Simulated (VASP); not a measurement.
Ga4AsP3: single point with PBE

Ga4AsP3:

```
P Ga As
1.0
     3.85651    0.00000    0.00000
     0.00000    3.85651    0.00000
     0.00000    0.00000   10.88886
P Ga As
3 4 1
Cartesian
  0.0000 0.0000 2.6715
  1.9283 1.9283 0.0000
  0.0000 0.0000 8.2173
  0.0000 1.9283 1.3347
  1.9283 0.0000 9.5542
  0.0000 1.9283 6.8820
  1.9283 0.0000 4.0069
  1.9283 1.9283 5.4444
```

```
Program                : VASP 6.6.1
Task                   : single point
Functional             : PBE
Potentials or basis    : VASP PAW PBE potentials, release 64 (P, Ga_d, As)
Cutoff                 : 520 eV
k mesh                 : 6 × 6 × 2
Occupations            : gaussian, width 0.01 eV
Spin                   : no spin polarisation
Dipole correction      : no
Further INCAR settings : ALGO = Normal; EDIFF = 1e-07; NBANDS = 46
```

```
Pressure               : 5.2 GPa
Largest force          : 0.044 eV/Å
Band gap on the k mesh : 1.38 eV (least direct gap 1.47 eV)
```

Forces on the atoms (eV/Å):
```
P    0.000  0.000  0.007
P    0.000  0.000  0.000
P    0.000  0.000 -0.007
Ga   0.000  0.000  0.001
Ga   0.000  0.000 -0.001
Ga   0.000  0.000  0.044
Ga   0.000  0.000 -0.044
As   0.000  0.000  0.000
```

Levels at points of the mesh, in eV from the valence-band top:
```tsv
k point	band 32	band 33	band 34	band 35	band 36	band 37	band 38	band 39	band 40	band 41
(0.00, 0.00, 0.00)	-1.64	-1.64	-0.04	0.00	0.00	1.47	1.61	1.67	1.98	2.22
(0.50, 0.00, 0.00)	-1.42	-1.37	-1.21	-1.18	-0.76	1.52	1.55	2.93	3.18	4.54
(0.50, 0.50, 0.00)	-3.57	-2.88	-2.80	-2.80	-2.73	1.38	1.65	1.73	1.73	4.68
(0.00, 0.00, 0.50)	-1.60	-0.85	-0.85	-0.54	-0.54	1.44	1.50	2.35	2.42	2.74
(0.50, 0.00, 0.50)	-2.35	-1.42	-1.42	-1.40	-0.77	2.46	2.50	2.52	2.70	4.44
(0.50, 0.50, 0.50)	-3.30	-3.25	-3.25	-3.21	-3.10	2.47	2.65	2.70	2.86	2.87
```

Wall time 3.1 min on 1 thread of Intel(R) Xeon(R) Platinum 8488C (Sapphire Rapids) (shared host), peak memory 0.32 GiB.

Caveat: the cell stands under pressure. A k mesh can miss the band edges.
